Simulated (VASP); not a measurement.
# Li7Sb (P-6m2) in VASP: notebook

The runs below take Li7Sb through single point, relaxation of cell and atoms, with PBE.

All numbers are computed with VASP 6.6.1; they aren't measurements. Logs are shortened: lines on timing, memory, paths and dates and some standing lists are left out, and cuts for length are marked.

## (1) The cell of the first run

Symmetry: P-6m2, No. 187, hexagonal system. Conventional cell: a = 5.842 Å, b = 5.842 Å, c = 4.706 Å, α = 90.00°, β = 90.00°, γ = 120.00°. Li (site symmetry mm2) has 10 Li at 2.89 to 2.92 Å and 2 Sb at 2.92 Å within 3.8 Å. Within 3.8 Å of Li (site symmetry mm2) lie 2 Sb at 2.88 Å and 10 Li at 2.89 to 2.95 Å. Li (site symmetry -6m2) has 12 Li at 2.89 to 2.92 Å within 3.8 Å. Sb (site symmetry -6m2) has 12 Li at 2.88 to 2.92 Å within 3.8 Å.

The cell was generated, and may not be a known phase.

## (2) Single point, PBE

INCAR reads:

```
SYSTEM = Li7Sb
PREC = Accurate
ENCUT = 520
EDIFF = 1E-6
ISMEAR = 0
SIGMA = 0.1
LREAL = .FALSE.
LASPH = .TRUE.
NELM = 100
ALGO = Normal
ISIF = 2
LWAVE = .FALSE.
LCHARG = .FALSE.
GGA = PE
NBANDS = 23
```

KPOINTS reads:

```
Automatic mesh
0
G
  3 3 4
  0 0 0
```

POSCAR reads:

```
Li7Sb
1.0
    5.8421374500      0.0000000000      0.0000000000
   -2.9210687300      5.0594394500      0.0000000000
    0.0000000000      0.0000000000      4.7064977300
Li Sb
7 1
Direct
    0.9996074400      0.4998037200      0.0000000000
    0.5001962800      0.0003925600      0.0000000000
    0.5001962800      0.4998037200      0.0000000000
    0.1649293900      0.8350706100      0.5000000000
    0.1649293900      0.3298587800      0.5000000000
    0.6701412200      0.8350706100      0.5000000000
    0.6666666700      0.3333333300      0.5000000000
    0.0000000000      0.0000000000      0.0000000000
```

Potentials or basis: VASP PAW PBE potentials, release 64 (Li_sv, Sb).

The run is started by

```bash
> cat potpaw_PBE.64/Li_sv/POTCAR potpaw_PBE.64/Sb/POTCAR > POTCAR
> mpirun -np 1 vasp_std > vasp.out
```

OUTCAR:

```text
SYSTEM = Li7Sb
   PREC = Accurate
   ENCUT = 520
   EDIFF = 1E-6
   ISMEAR = 0
   LREAL = .FALSE.
   LASPH = .TRUE.
   NELM = 100
   ISIF = 2
   GGA = PE

 ion  position               nearest neighbor table
   1  1.000  0.500  0.000-   8 2.92   8 2.92
   2  0.500  0.000  0.000-   8 2.92   8 2.92
   3  0.500  0.500  0.000-   8 2.92   8 2.92
   4  0.165  0.835  0.500-   8 2.88   8 2.88
   5  0.165  0.330  0.500-   8 2.88   8 2.88
   6  0.670  0.835  0.500-   8 2.88   8 2.88
   7  0.667  0.333  0.500-
   8  0.000  0.000  0.000-   6 2.88   6 2.88   4 2.88   4 2.88   5 2.88   5 2.88   2 2.92   2 2.92
                             3 2.92   3 2.92   1 2.92   1 2.92

  LATTYP: Found a hexagonal cell.
 ALAT       =     5.8421374500
 C/A-ratio  =     0.8056122901

  Lattice vectors:

 A1 = (   5.8421374500,   0.0000000000,   0.0000000000)
 A2 = (  -2.9210687300,   5.0594394500,   0.0000000000)
 A3 = (   0.0000000000,   0.0000000000,   4.7064977300)

Analysis of symmetry for initial positions (statically):
=====================================================================
 Subroutine PRICEL returns:
 Original cell was already a primitive cell.

 Routine SETGRP: Setting up the symmetry group for a
 hexagonal supercell.

 Subroutine GETGRP returns: Found 12 space group operations
 (whereof 12 operations were pure point group operations)
 out of a pool of 24 trial point group operations.

The static configuration has the point symmetry D_3h.

Analysis of symmetry for dynamics (positions and initial velocities):
=====================================================================
 Subroutine PRICEL returns:
 Original cell was already a primitive cell.

 Routine SETGRP: Setting up the symmetry group for a
 hexagonal supercell.

 Subroutine GETGRP returns: Found 12 space group operations
 (whereof 12 operations were pure point group operations)
 out of a pool of 24 trial point group operations.

The dynamic configuration has the point symmetry D_3h.

 Subroutine INISYM returns: Found 12 space group operations
 (whereof 12 operations are pure point group operations),
 and found     1 'primitive' translations

----------------------------------------------------------------------------------------

                                     Primitive cell

  volume of cell :     139.1144

  direct lattice vectors                    reciprocal lattice vectors
     5.842137450  0.000000000  0.000000000     0.171170228  0.098825177  0.000000000
    -2.921068730  5.059439450  0.000000000     0.000000000  0.197650354  0.000000000
     0.000000000  0.000000000  4.706497730     0.000000000  0.000000000  0.212472216

  length of vectors
     5.842137450  5.842137458  4.706497730     0.197650355  0.197650354  0.212472216

  position of ions in fractional coordinates (direct lattice)
     0.999607440  0.499803720  0.000000000
     0.500196280  0.000392560  0.000000000
     0.500196280  0.499803720  0.000000000
     0.164929390  0.835070610  0.500000000
     0.164929390  0.329858780  0.500000000
     0.670141220  0.835070610  0.500000000
     0.666666670  0.333333330  0.500000000
     0.000000000  0.000000000  0.000000000

  ion indices of the primitive-cell ions
   primitive index   ion index
                 1           1
                 2           2
                 3           3
                 4           4
                 5           5
                 6           6
                 7           7
                 8           8

----------------------------------------------------------------------------------------

 KPOINTS: Automatic mesh

Automatic generation of k-mesh.
 Grid dimensions read from file:
 generate k-points for:    3    3    4

 Generating k-lattice:

  Cartesian coordinates                     Fractional coordinates (reciprocal lattice)
     0.057056743  0.032941726  0.000000000     0.333333333 -0.000000000  0.000000000
     0.000000000  0.065883451  0.000000000     0.000000000  0.333333333  0.000000000
     0.000000000  0.000000000  0.053118054     0.000000000  0.000000000  0.250000000

  Length of vectors
     0.065883452  0.065883451  0.053118054

  Shift w.r.t. Gamma in fractional coordinates (k-lattice)
     0.000000000  0.000000000  0.000000000

 Subroutine IBZKPT returns following result:
 ===========================================

 Found      9 irreducible k-points:

 Following reciprocal coordinates:
            Coordinates               Weight
  0.000000  0.000000  0.000000      1.000000
  0.333333  0.000000  0.000000      6.000000
  0.333333  0.333333  0.000000      2.000000
  0.000000  0.000000  0.250000      2.000000
  0.333333  0.000000  0.250000     12.000000
  0.333333  0.333333  0.250000      4.000000
  0.000000  0.000000  0.500000      1.000000
  0.333333  0.000000  0.500000      6.000000
  0.333333  0.333333  0.500000      2.000000
   k-points           NKPTS =      9   k-points in BZ     NKDIM =      9   number of bands    NBANDS=     23
   number of dos      NEDOS =    301   number of ions     NIONS =      8
   total plane-waves  NPLWV =  82944
   dimension x,y,z NGX =    48 NGY =   48 NGZ =   36
   dimension x,y,z NGXF=    96 NGYF=   96 NGZF=   72
   ions per type =               7   1
   NGX,Y,Z   is equivalent  to a cutoff of  13.66, 13.66, 12.72 a.u.
   NGXF,Y,Z  is equivalent  to a cutoff of  27.32, 27.32, 25.43 a.u.
 SYSTEM =  Li7Sb
   PREC   = accura    normal or accurate (medium, high low for compatibility)
   ISTART =      0    job   : 0-new  1-cont  2-samecut
   ICHARG =      2    charge: 1-file 2-atom 10-const
   ISPIN  =      1    spin polarized calculation?
   LNONCOLLINEAR =      F non collinear calculations
   LSORBIT =      F    spin-orbit coupling
   LASPH  =      T    aspherical Exc in radial PAW
   ENCUT  =  520.0 eV  38.22 Ry    6.18 a.u.  10.86 10.86  8.75*2*pi/ulx,y,z
   NELM   =    100;   NELMIN=  2; NELMDL= -5     # of ELM steps
   EDIFF  = 0.1E-05   stopping-criterion for ELM
   LREAL  =      F    real-space projection
   EDIFFG = 0.1E-04   stopping-criterion for IOM
   NSW    =      0    number of steps for IOM
   IBRION =     -1    ionic relax: 0-MD 1-quasi-New 2-CG
   NFREE  =      0    steps in history (QN), initial steepest desc. (CG)
   ISIF   =      2    stress and relaxation
   ISYM   =      2    0-nonsym 1-usesym 2-fastsym
   POTIM  = 0.5000    time-step for ionic-motion
   TEBEG  =    0.0;   TEEND  =   0.0 temperature during run
   PSTRESS=    0.0 pullay stress
   NELECT =      26.0000    total number of electrons
   NUPDOWN=      -1.0000    fix difference up-down
   EMIN   =  10.00;   EMAX   =-10.00  energy-range for DOS
   EFERMI =   0.00;   METHOD = LEGACY
   ISMEAR =     0;   SIGMA  =   0.10  broadening in eV -4-tet -1-fermi 0-gaus
   EFERMI_NEDOS =   21; number of points for ismear=-14 and -15
   IALGO  =     38    algorithm
   IMIX   =      4    mixing-type and parameters
     AMIX     =   0.40;   BMIX     =  1.00
     AMIX_MAG =   1.60;   BMIX_MAG =  1.00
  volume/ion in A,a.u.               =      17.39       117.35
  Fermi-wavevector in a.u.,A,eV,Ry     =   0.935999  1.768781 11.919978  0.876094
  Thomas-Fermi vector in A             =   2.062963
   LORBIT       =      0    0 simple, 1 ext, 2 COOP (PROOUT), +10 PAW based schemes
   GGA     = PE    functional components
   LHFCALC =     F    Hartree Fock is set to
   AEXX    =    0.0000 exact exchange contribution
   IVDW    =     0    specifies the selected vdW correction
   LEPSILON=     F    determine dielectric tensor
   LRPA    =     F    only Hartree local field effects (RPA)
 non-spin polarized calculation
 Gauss-broadening in eV      SIGMA  =   0.10
  energy-cutoff  :      520.00
  volume of cell :      139.11
 maximum number of plane-waves:      3774
 NGX is ok and might be reduce to    48
   NGX = 21   NGY = 21   NGZ = 17

 number of electron      25.9999991 magnetization

 Free energy of the ion-electron system (eV)
  ---------------------------------------------------
  ext. energy  EPLUGINS =         0.00000000
  ---------------------------------------------------
  free energy    TOTEN  =       -19.39145181 eV

  energy without entropy =      -19.37649092  energy(sigma->0) =      -19.38397137

 E-fermi :   2.9234     XC(G=0):  -8.0945

 val. band max:        2.9168275014   @ k =   0.0000   0.0000   0.2500
 cond. band min:       2.9332257276   @ k =   0.3333   0.0000   0.0000
 fundamental gap:      0.0163982262
 Fermi energy:         2.9234258319

 k-point     1 :       0.0000    0.0000    0.0000
  band No.  band energies     occupation
      1     -43.8045      2.00000
      2     -43.6033      2.00000
      3     -43.5868      2.00000
      4     -43.5868      2.00000
      5     -43.5310      2.00000
      6     -43.5168      2.00000
[... 15 lines left out ...]
     22       8.3815      0.00000
     23       8.6961      0.00000

 k-point     2 :       0.3333    0.0000    0.0000
  band No.  band energies     occupation
      1     -43.8043      2.00000
      2     -43.5999      2.00000
      3     -43.5904      2.00000
      4     -43.5869      2.00000
      5     -43.5283      2.00000
      6     -43.5196      2.00000
[... 15 lines left out ...]
     22       7.8482      0.00000
     23       9.0994      0.00000

 k-point     3 :       0.3333    0.3333    0.0000
  band No.  band energies     occupation
      1     -43.8043      2.00000
      2     -43.5959      2.00000
      3     -43.5944      2.00000
      4     -43.5870      2.00000
      5     -43.5257      2.00000
      6     -43.5223      2.00000
[... 15 lines left out ...]
     22       8.7116      0.00000
     23       8.9097      0.00000

 k-point     4 :       0.0000    0.0000    0.2500
  band No.  band energies     occupation
      1     -43.8042      2.00000
      2     -43.6027      2.00000
      3     -43.5866      2.00000
      4     -43.5866      2.00000
      5     -43.5318      2.00000
      6     -43.5170      2.00000
[... 15 lines left out ...]
     22       7.4123      0.00000
     23      10.6659      0.00000

 k-point     5 :       0.3333    0.0000    0.2500
  band No.  band energies     occupation
      1     -43.8041      2.00000
      2     -43.5993      2.00000
      3     -43.5901      2.00000
      4     -43.5867      2.00000
      5     -43.5290      2.00000
      6     -43.5200      2.00000
[... 15 lines left out ...]
     22       8.2021      0.00000
     23       8.7184      0.00000

 k-point     6 :       0.3333    0.3333    0.2500
  band No.  band energies     occupation
      1     -43.8040      2.00000
      2     -43.5950      2.00000
      3     -43.5944      2.00000
      4     -43.5867      2.00000
      5     -43.5260      2.00000
      6     -43.5231      2.00000
[... 15 lines left out ...]
     22       8.8541      0.00000
     23       9.1195      0.00000

 k-point     7 :       0.0000    0.0000    0.5000
  band No.  band energies     occupation
      1     -43.8040      2.00000
      2     -43.6022      2.00000
      3     -43.5864      2.00000
      4     -43.5864      2.00000
      5     -43.5328      2.00000
      6     -43.5172      2.00000
[... 15 lines left out ...]
     22      10.4477      0.00000
     23      10.4601      0.00000

 k-point     8 :       0.3333    0.0000    0.5000
  band No.  band energies     occupation
      1     -43.8038      2.00000
      2     -43.5988      2.00000
      3     -43.5897      2.00000
      4     -43.5865      2.00000
      5     -43.5297      2.00000
      6     -43.5204      2.00000
[... 15 lines left out ...]
     22       8.5513      0.00000
     23       9.9635      0.00000

 k-point     9 :       0.3333    0.3333    0.5000
  band No.  band energies     occupation
      1     -43.8037      2.00000
      2     -43.5944      2.00000
      3     -43.5941      2.00000
      4     -43.5864      2.00000
      5     -43.5262      2.00000
      6     -43.5240      2.00000
[... 15 lines left out ...]
     22       9.6419      0.00000
     23      10.3072      0.00000

------------------------ aborting loop because EDIFF is reached ----------------------------------------

  FORCE on cell =-STRESS in cart. coord.  units (eV):
  Direction    XX          YY          ZZ          XY          YZ          ZX
  --------------------------------------------------------------------------------------
  -------------------------------------------------------------------------------------
  Total        1.2962402      1.2962402      1.6159080     -0.0000000     -0.0000000      0.0000000
  in kB       14.9287708     14.9287708     18.6103781     -0.0000000     -0.0000000      0.0000000
  external PRESSURE =      16.1559732 kB  Pullay stress =       0.0000000 kB

 VOLUME and BASIS-vectors are now :
 -----------------------------------------------------------------------------
  energy-cutoff  :      520.00
  volume of cell :      139.11
      direct lattice vectors                 reciprocal lattice vectors
     5.842137450  0.000000000  0.000000000     0.171170228  0.098825177  0.000000000
    -2.921068730  5.059439450  0.000000000     0.000000000  0.197650354  0.000000000
     0.000000000  0.000000000  4.706497730     0.000000000  0.000000000  0.212472216

 POSITION                                       TOTAL-FORCE (eV/Angst)
 -----------------------------------------------------------------------------------
      4.37988      2.52873      0.00000         0.096856      0.055920     -0.000000
      2.92107      0.00199      0.00000         0.000000     -0.111840     -0.000000
      1.46225      2.52873      0.00000        -0.096856      0.055920     -0.000000
     -1.47576      4.22499      2.35325        -0.090288      0.052128      0.000000
     -0.00000      1.66890      2.35325         0.000000     -0.104255      0.000000
      1.47576      4.22499      2.35325         0.090288      0.052128      0.000000
      2.92107      1.68648      2.35325        -0.000000     -0.000000     -0.000000
      0.00000      0.00000      0.00000        -0.000000     -0.000000     -0.000000
 -----------------------------------------------------------------------------------
    total drift:                               -0.000016      0.000009      0.000000

  FREE ENERGIE OF THE ION-ELECTRON SYSTEM (eV)
  ---------------------------------------------------
  free  energy   TOTEN  =       -19.3914518071 eV

  energy  without entropy=      -19.3764909235  energy(sigma->0) =      -19.38397137
```

It took 16 s on 1 thread of Intel Xeon 6975P-C (Granite Rapids), shared host; peak memory 0.26 GiB.

Results:

- Free energy: -19.3915 eV
- Largest force: 0.112 eV/Å
- Band gap on the k mesh: zero (bands 13 and 14 overlap by 0.35 eV)

Forces on the atoms (eV/Å):
```
Li   0.097  0.056  0.000
Li   0.000 -0.112  0.000
Li  -0.097  0.056  0.000
Li  -0.090  0.052  0.000
Li   0.000 -0.104  0.000
Li   0.090  0.052  0.000
Li   0.000  0.000  0.000
Sb   0.000  0.000  0.000
```

Levels at points of the mesh, in eV from the Fermi level:
```
           k point  band 10  band 11  band 12  band 13  band 14  band 15  band 16  band 17
(0.00, 0.00, 0.00)    -2.78    -2.23    -2.19    -0.19     0.37     0.37     1.77     2.49
(0.00, 0.00, 0.50)    -2.53    -2.53    -0.76    -0.53     0.26     0.26     0.46     3.18
```

Caveat: the k points lie up to 0.41 Å⁻¹ apart; the cutoff is under 1.25 times the usual one of these potentials, so pressure, stress and relaxed cells hold a basis-set (Pulay) error; spin-orbit coupling is left out, which moves the levels of the heavy elements.

## (3) Single point, PBE

This run uses another cell than the first one, of 18.78 Å³/atom.

INCAR reads:

```
PREC     = Accurate       # precision mode
ENCUT    = 520            # plane-wave cutoff, eV
EDIFF    = 1E-6           # SCF threshold, eV
ISMEAR   = 0              # smearing method
SIGMA    = 0.1            # smearing width, eV
LREAL    = False          # projectors in reciprocal space
LASPH    = True           # aspherical terms in the spheres
NELM     = 60             # most SCF steps
ALGO     = Fast           # electronic algorithm
ISIF     = 2              # what is computed and relaxed
LWAVE    = False          # write WAVECAR
LCHARG   = False          # write CHGCAR
GGA      = PE             # functional
NBANDS   = 23             # bands
```

KPOINTS reads:

```
Automatic mesh
0
Gamma
  9 9 8
```

POSCAR reads:

```
Li7Sb
1.0
    6.0465859807      0.0000000030      0.0000000000
   -3.0232929929      5.2364970640      0.0000000000
    0.0000000000      0.0000000000      4.7461426384
Li Sb
7 1
Direct
    1.0052302059      0.5026151029      0.0000000000
    0.4973848971     -0.0052302059      0.0000000000
    0.4973848971      0.5026151029      0.0000000000
    0.1594554175      0.8405445825      0.5000000000
    0.1594554175      0.3189108350      0.5000000000
    0.6810891650      0.8405445825      0.5000000000
    0.6666666667      0.3333333333      0.5000000000
    0.0000000000      0.0000000000      0.0000000000
```

Potentials or basis: VASP PAW PBE potentials, release 64 (Li_sv, Sb).

The run is started by

```bash
> cat potpaw_PBE.64/Li_sv/POTCAR potpaw_PBE.64/Sb/POTCAR > POTCAR
> mpirun -np 1 vasp_std > vasp.out
```

Wall time 2.3 min (1 thread of Intel Xeon 6975P-C (Granite Rapids), shared host); peak memory 0.37 GiB.

The run converged. Its results:

```yaml
Free_energy: -19.5033 eV
Band_gap_on_the_k_mesh: zero (bands 13 and 14 overlap by 0.94 eV)
```

Levels at points of the mesh, in eV from the Fermi level:
```tsv
k point	band 9	band 10	band 11	band 12	band 13	band 14	band 15	band 16	band 17	band 18
(0.00, 0.00, 0.00)	-2.64	-2.64	-2.25	-2.05	-0.19	0.31	0.31	1.77	2.44	4.34
(0.00, 0.00, 0.50)	-3.92	-2.38	-2.38	-0.82	-0.60	0.29	0.29	0.46	2.98	2.98
```

Caveat: the cutoff is under 1.25 times the usual one of these potentials, so pressure, stress and relaxed cells hold a basis-set (Pulay) error; spin-orbit coupling is left out, which moves the levels of the heavy elements.

(Continued in part 2 of 2.)

The gap in the log of VASP goes by the Fermi energy; the results here count the filled bands.